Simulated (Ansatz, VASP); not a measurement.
## GaAs: VASP beside Ansatz

```
Ga As
1.0
     0.00000    2.77031    2.82685
     2.77031    0.00000    2.82685
     2.77031    2.77031    0.00000
Ga As
1 1
Cartesian
  0.0000 0.0000 0.0000
  4.1555 4.1555 4.2403
```

Change from the starting cell: equal xx and yy strain of -2 %, crystal datasets.

Alike in both runs: task electric field gradients; functional LDA; k mesh 11 × 11 × 11; occupations fermi-dirac, width 0.05 eV; no spin polarisation.

```csv
,VASP,Ansatz
version,VASP 6.6.1,Ansatz 0.2.0
potentials or method,"VASP PAW LDA potentials, release 64 (Ga_d, As), cutoff 520 eV","all-electron PAW with datasets made for the crystal, scalar-relativistic"
```

|  | VASP | Ansatz | Ansatz less VASP |
| --- | --- | --- | --- |
| pressure (GPa) | 1.4 | 1.1 | -0.31 |
| traceless stress, the component that is largest in VASP (GPa) | -0.89 | -0.90 | -0.003 |
| size of Vzz on the site where it differs most (V/Å²) | 3.2 | 3.6 | +0.36 |

LDA's correlation is that of Perdew and Zunger in VASP and of Perdew and Wang (1992) in Ansatz. Ansatz ran all-electron here, and VASP with PAW potentials.
